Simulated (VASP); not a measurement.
## Zr: single point with PBEsol

Crystal: Zr.

```
Zr
1.0
     0.00000    2.28995    2.28995
     2.28995    0.00000    2.28995
     2.28995    2.28995    0.00000
Zr
1
Direct
  0.00000 0.00000 0.00000
```

This cell differs from its parent crystal: volume scaled by 1.08.

```json
{"Program": "VASP 6.6.1", "Task": "single point", "Functional": "PBEsol", "Potentials or basis": "VASP PAW PBE potentials, release 64 (Zr_sv)", "Cutoff": "520 eV", "k mesh": "14 × 14 × 14", "Occupations": "fermi-dirac, width 0.1 eV", "Spin": "no spin polarisation", "Dipole correction": "no", "Further INCAR settings": "ALGO = Normal; EDIFF = 1e-06; NBANDS = 12"}
```

```
Pressure               : -6.3 GPa
Band gap on the k mesh : zero (band 6 reaches 9.38 eV, above the bottom of band 7 at 7.82 eV)
```

Levels at points of the mesh, in eV from the Fermi level:
```csv
k point,band 2,band 3,band 4,band 5,band 6,band 7,band 8,band 9,band 10,band 11
"(0.00, 0.00, 0.00)",-26.24,-26.24,-26.24,-5.50,0.97,0.97,0.97,3.29,3.29,10.46
"(0.50, 0.00, 0.00)",-27.11,-26.35,-26.35,-2.87,0.80,0.80,1.01,5.01,5.01,9.15
"(0.50, 0.50, 0.00)",-27.06,-26.55,-26.55,-2.86,-2.07,2.83,5.01,5.51,5.51,9.53
```

Wall time 17 s on 1 thread of Intel(R) Xeon(R) Platinum 8259CL CPU @ 2.50GHz (Skylake/Cascade Lake), on a shared host, peak memory 0.15 GiB.

Caveat: the PAW data sets were made with another functional, which shifts forces and pressure a little.
